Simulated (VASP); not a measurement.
Runs of VASP 6.6.1 on GeIrPt6. The structure is that of space group Fm-3m (No. 225), or close to it. The cells are those of the table. 

```csv
cell,k mesh,smearing,gap on the mesh (eV),pressure (GPa)
"a = 6.757 Å, angles 60.0°, 8 atoms",3 × 3 × 3,gaussian 0.2 eV,none,0.1
"a = 5.597 Å, angles 60.0°, 8 atoms",4 × 4 × 4,gaussian 0.1 eV,none,-0.7
"a = 5.597 Å, angles 60.0°, 8 atoms",4 × 4 × 4,gaussian 0.2 eV,none,-0.4
"a = 5.588 Å, angles 60.0°, 8 atoms",4 × 4 × 4,gaussian 0.1 eV,none,(b)
"a = 5.588 Å, angles 60.0°, 8 atoms",3 × 3 × 3,gaussian 0.2 eV,none,(a)
```

Alike in all rows: task single point; level PBE; potentials or basis VASP PAW PBE potentials, release 64 (Ge_d, Ir, Pt); no spin polarisation; cutoff (eV) 500.

Question: Estimate the missing entries.

Answer: (a) -0.3; (b) 0.6.

Caveats: some runs use coarse meshes; spin-orbit coupling is left out, which moves the levels of the heavy elements.

A k mesh can miss the band edges, and the runs leave out spin-orbit coupling on Ge, Ir, Pt.

A gap of «none» marks levels without a gap at the run's occupations.
